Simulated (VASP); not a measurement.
A run of VASP 6.6.1:

The input INCAR:

```
SYSTEM = CoSi2
  PREC = Accurate
  ENCUT = 690
  EDIFF = 1E-6
  ISMEAR = -5
  SIGMA = 0.05
  LREAL = .False.
  LASPH = .True.
  NELM = 200
  ALGO = Normal
  ISIF = 2
  LWAVE = .False.
  LCHARG = .True.
  ISPIN = 2
  MAGMOM = 4 0 0
  LORBIT = 11
  NUPDOWN = 4.0
  LMAXMIX = 4
  GGA = B5
  ALDAX = 1.0
  AGGAX = 1.0
  AGGAC = 1.0
  ALDAC = 0.0
  IVDW = 13
  VDW_S6 = 1.0
  VDW_S8 = 2.34076671
  VDW_A1 = 0.44488865
  VDW_A2 = 4.0933009
  LELF = .True.
  LVHAR = .True.
  NBANDS = 24
  GGA_COMPAT = .False.
```

KPOINTS

```
Automatic mesh
0
Gamma
  9 9 9
  0 0 0
```

File POSCAR:

```
CoSi2
1.0
    0.0000000000      2.6780000000      2.6780000000
    2.6780000000      0.0000000000      2.6780000000
    2.6780000000      2.6780000000      0.0000000000
Co Si
1 2
Direct
    0.0000000000      0.0000000000      0.0000000000
    0.7500000000      0.7500000000      0.7500000000
    0.2500000000      0.2500000000      0.2500000000
```

Potentials or basis: VASP PAW PBE potentials, release 64 (Co_sv, Si).

Command:

```console
$ cat potpaw_PBE.64/Co_sv/POTCAR potpaw_PBE.64/Si/POTCAR > POTCAR
$ mpirun -np 1 vasp_std > vasp.out
```

Hardware: 1 thread of AMD EPYC 7571 (shared host).

Question: Estimate the wall time of this run.

Answer: It took 3.9 min on 1 thread of AMD EPYC 7571, with other jobs on the host, peak memory 0.21 GiB. Counts: scf iterations 15, k points 35.
